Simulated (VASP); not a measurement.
Input of a VASP 6.6.1 run:

Contents of INCAR:

```
SYSTEM = Ni
  PREC = Accurate
  ENCUT = 520
  EDIFF = 1E-6
  ISMEAR = -1
  SIGMA = 0.05
  LREAL = .FALSE.
  LASPH = .TRUE.
  NELM = 150
  ALGO = Normal
  ISIF = 2
  LWAVE = .FALSE.
  LCHARG = .FALSE.
  ISPIN = 2
  MAGMOM = 0.77 0.77
  LORBIT = 11
  LMAXMIX = 4
  GGA = PE
  ISYM = 0
  NBANDS = 21
```

Contents of KPOINTS:

```
Automatic mesh
0
G
  8 13 10
  0 0 0
```

The input POSCAR:

```
Ni
1.0
   -1.7680500000     -3.5361000000     -1.7680500000
   -1.7680500000      0.0000000000     -1.7680500000
    1.7680500000      0.0000000000     -1.7680500000
Ni
2
Direct
    0.0000000000      0.0000000000      0.0000000000
    0.5000000000      0.0000000000      0.5000000000
```

Potentials or basis: VASP PAW PBE potentials, release 64 (Ni).

The run is started by

```bash
$ cat potpaw_PBE.64/Ni/POTCAR > POTCAR
$ mpirun -np 1 vasp_std > vasp.out
```

Question: Predict the site moments.

Answer: Ni +0.67 μB.

Question: Predict the net moment.

Answer: 1.31 μB per cell.

Question: Predict the pressure.

Answer: -2.8 GPa.

Stress tensor (GPa, compression positive):
```
-2.82  0.01 -0.19
 0.01 -2.71  0.01
-0.19  0.01 -2.82
```
